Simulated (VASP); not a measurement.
Runs of VASP 6.6.1 on NaCl. The structure is that of space group Fm-3m (No. 225), or close to it. The cells are those of the table. 

```tsv
level	cell	k mesh	grid for exact exchange (PRECFOCK)	share of exact exchange	gap on the mesh (eV)	pressure (GPa)
PBEsol	a = 3.437 Å, angles 60.0°, 2 atoms	8 × 8 × 8	-	-	6.92	30.5
PBE0	a = 3.951 Å, angles 60.0°, 2 atoms	5 × 5 × 5	Normal	0.25	7.33	0.9
PBE-based screened hybrid with 30 % exact exchange	a = 3.951 Å, angles 60.0°, 2 atoms	4 × 4 × 4	Normal	0.3	(a)	0.9
PBE-based screened hybrid with 10 % exact exchange	a = 3.951 Å, angles 60.0°, 2 atoms	4 × 4 × 4	Normal	0.1	5.77	(b)
```

Alike in all rows: potentials or basis VASP PAW PBE potentials, release 64 (Cl, Na_pv); no spin polarisation.

Fill in the values left out.

(a) 6.90; (b) 1.3.

Caveats: some runs use coarse meshes; the PAW data sets were made with another functional, which shifts forces and pressure a little; the cell stands under pressure (at least some runs).

A k mesh can miss the band edges.
